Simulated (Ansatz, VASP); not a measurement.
## One calculation of Ta, two programs

The input INCAR:

```
PREC = Accurate
ENCUT = 520
EDIFF = 1E-6
ISMEAR = 0
SIGMA = 0.15
LREAL = False
LASPH = True
NELM = 80
ALGO = Fast
ISIF = 2
LWAVE = False
LCHARG = True
GGA = PS
LELF = True
LVHAR = True
NBANDS = 30
```

The input KPOINTS:

```
regular mesh
0
Gamma
  22 22 7
```

Contents of POSCAR:

```
Ta
1.0
   -1.6402597622      1.6402597622     -1.6402597622
   -1.6402597622     -1.6402597622      1.6402597622
   -0.6561039049      6.5610390490      6.5610390490
Ta
4
Direct
   -0.1750000000     -0.1750000000      0.8750000000
    0.4750000000      0.4750000000      0.1250000000
   -0.0750000000     -0.0750000000      0.3750000000
    0.3750000000      0.3750000000      0.6250000000
```

Input for Ansatz:

```yaml
crystal:
  lattice:
    - [-1.6402597622, 1.6402597622, -1.6402597622]
    - [-1.6402597622, -1.6402597622, 1.6402597622]
    - [-0.6561039049, 6.561039049, 6.561039049]
  atoms:
    - { symbol: Ta, position: [-0.175, -0.175, 0.875] }
    - { symbol: Ta, position: [0.475, 0.475, 0.125] }
    - { symbol: Ta, position: [-0.075, -0.075, 0.375] }
    - { symbol: Ta, position: [0.375, 0.375, 0.625] }
basis:
  ecutwfc: 420
kpoints:
  mp_grid: { grid: [22, 22, 7] }
hamiltonian:
  xc: pbesol
scf:
  occupations: { method: gaussian, width: 0.15 }
output:
  forces: true
  stress: true
  eigenvalues: true
```

Alike in both runs: task single point; functional PBEsol; k mesh 22 × 22 × 7; occupations gaussian, width 0.15 eV; no spin polarisation.

```csv
,VASP,Ansatz
version,VASP 6.6.1,Ansatz 0.2.0
potentials or method,"VASP PAW PBE potentials, release 64 (Ta_pv), cutoff 520 eV","scalar-relativistic, plane waves, PAW"
valence electrons in the cell,44,52
```

Ansatz gave:

| Item | Value |
| --- | --- |
| gap on the k mesh at the Fermi level (eV) | none |
| pressure (GPa) | 1.5 |
| traceless stress, the component that is largest in VASP (GPa) | 2.80 |
| rms of the force components (eV/Å) | 0.727 |

Q: Estimate VASP's values.

A: gap on the k mesh at the Fermi level (eV): none; pressure (GPa): 1.7; traceless stress, the component that is largest in VASP (GPa): 2.84; rms of the force components (eV/Å): 0.736.

VASP's potentials were made for PBE, not for PBEsol. Atom by atom the forces differ by 0.012 eV/Å (rms over components). A gap of «none» marks a metal or a gap that the smearing closes. VASP's potentials hold 44 valence electrons a cell and Ansatz's 52, so a difference there can come from the potentials and not from the codes.

Neither program's run includes spin-orbit coupling.
